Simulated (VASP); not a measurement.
Runs of VASP 6.6.1 on AlGa3N4. The structure is that of space group R3m (No. 160), or close to it. The cells are those of the table. 

| potentials or basis | cell | cutoff (eV) | gap on the mesh (eV) | pressure (GPa) | largest force (eV/Å) |
| --- | --- | --- | --- | --- | --- |
| VASP PAW LDA potentials, release 64 (Al, Ga_d, N) | a = 4.385 Å, angles 95.0°, 8 atoms | 520 | 2.22 | 16.8 | 3.15 |
| VASP PAW LDA potentials, release 64 (Al, Ga_d, N) | a = 4.461 Å, angles 82.7°, 8 atoms | 520 | 1.16 | (b) | 1.07 |
| VASP PAW LDA potentials, release 64 (Al, Ga_d, N_h) | a = 4.400 Å, angles 82.7°, 8 atoms | 1330 | 1.34 | 19.6 | 1.52 |
| VASP PAW LDA potentials, release 64 (Al, Ga_d, N) | a = 4.435 Å, angles 86.4°, 8 atoms | 520 | 2.16 | 3.3 | 0.80 |
| VASP PAW LDA potentials, release 64 (Al, Ga_d, N) | a = 4.458 Å, angles 96.5°, 8 atoms | 520 | 1.76 | 12.0 | 4.22 |
| VASP PAW LDA potentials, release 64 (Al, Ga_d, N) | a = 4.435 Å, angles 93.4°, 8 atoms | 520 | 2.20 | 3.6 | 1.52 |
| VASP PAW LDA potentials, release 64 (Al, Ga_d, N) | a = 4.386 Å, angles 84.6°, 8 atoms | 520 | 1.95 | (a) | 1.35 |
| VASP PAW LDA potentials, release 64 (Al, Ga_d, N) | a = 4.429 Å, angles 88.2°, 8 atoms | 520 | 2.44 | 1.6 | 0.49 |

Alike in all rows: task single point; level LDA; no spin polarisation; k mesh 6 × 6 × 6; smearing gaussian 0.05 eV.

Task: Fill in the values left out.

Result: (a) 15.7; (b) 9.7.

Caveats: the cell stands under pressure (at least some runs); forces of over 1 eV/Å act on the atoms, so gaps and moduli don't describe the material at rest (at least some runs).

A k mesh can miss the band edges, and the runs leave out spin-orbit coupling on Ga.
